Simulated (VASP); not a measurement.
Write the native input for VASP 6.6.1 that does the following.

* Task: single point
* Functional: LDA
* Potentials or basis: VASP PAW LDA potentials, release 64 (Al, Ga_d)
* Cutoff: 520 eV
* k mesh: 6 × 6 × 6
* Occupations: methfessel-paxton, width 0.15 eV
* Spin: no spin polarisation
* Dipole correction: no
* Further INCAR settings: ALGO = Normal; EDIFF = 1e-07; NBANDS = 19

The structure of Al3Ga lies in POSCAR:

```
Al3Ga
1.0
    4.0027918700      0.0000000000      0.0000000000
    0.0000000000      4.0027918700      0.0000000000
    0.0000000000      0.0000000000      4.0027918700
Al Ga
3 1
Direct
    0.5000000000      0.5000000000      0.0000000000
    0.0000000000      0.5000000000      0.5000000000
    0.5000000000      0.0000000000      0.5000000000
    0.0000000000      0.0000000000      0.0000000000
```

The input as run:

INCAR

```
SYSTEM = Al3Ga
PREC     = Accurate       ! precision mode
ENCUT    = 520            ! plane-wave cutoff, eV
EDIFF    = 1E-7           ! SCF threshold, eV
ISMEAR   = 1              ! smearing method
SIGMA    = 0.15           ! smearing width, eV
LREAL    = .False.        ! projectors in reciprocal space
LASPH    = .True.         ! aspherical terms in the spheres
NELM     = 60             ! most SCF steps
ALGO     = Normal         ! electronic algorithm
ISIF     = 2              ! what is computed and relaxed
LWAVE    = .False.        ! write WAVECAR
LCHARG   = .False.        ! write CHGCAR
NBANDS   = 19             ! bands
```

KPOINTS

```
regular mesh
0
Gamma
  6 6 6
  0 0 0
```

Potentials or basis: VASP PAW LDA potentials, release 64 (Al, Ga_d).

Run with:

```console
$ cat potpaw_LDA.64/Al/POTCAR potpaw_LDA.64/Ga_d/POTCAR > POTCAR
$ mpirun -np 1 vasp_std > vasp.out
```

It gave:

* Pressure: -0.3 GPa
* Band gap on the k mesh: zero (band 11 reaches 9.08 eV, above the bottom of band 12 at 3.67 eV)

Run time: 7.3 s on 1 thread of Intel(R) Xeon(R) 6975P-C (Granite Rapids) (shared host), peak memory 0.15 GiB.
